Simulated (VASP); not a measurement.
W: single point with PBE

Crystal: W.

```
W
1.0
     0.00000    2.01638    2.01638
     2.01638    0.00000    2.01638
     2.01638    2.01638    0.00000
W
1
Direct
  0.00000 0.00000 0.00000
```

- Program: VASP 6.6.1
- Task: single point
- Functional: PBE
- Potentials or basis: VASP PAW PBE potentials, release 64 (W_sv)
- Cutoff: 520 eV
- k mesh: 11 × 11 × 11
- Occupations: fermi-dirac, width 0.05 eV
- Spin: no spin polarisation
- Dipole correction: no
- Further INCAR settings: ALGO = Normal; EDIFF = 1e-07; NBANDS = 13

| Quantity | Value |
| --- | --- |
| Pressure | 1.3 GPa |
| Band gap on the k mesh | zero (band 7 reaches 13.17 eV, above the bottom of band 8 at 9.94 eV) |

Levels at points of the mesh, in eV from the Fermi level:
| k point | band 5 | band 6 | band 7 | band 8 | band 9 | band 10 |
| --- | --- | --- | --- | --- | --- | --- |
| (0.00, 0.00, 0.00) | -9.00 | -0.56 | -0.56 | -0.56 | 2.57 | 2.57 |

Wall time 6.4 s on 1 thread of Intel(R) Xeon(R) 6975P-C (Granite Rapids) (shared host), peak memory 0.14 GiB.

Caveat: spin-orbit coupling is left out, which moves the levels of the heavy elements.
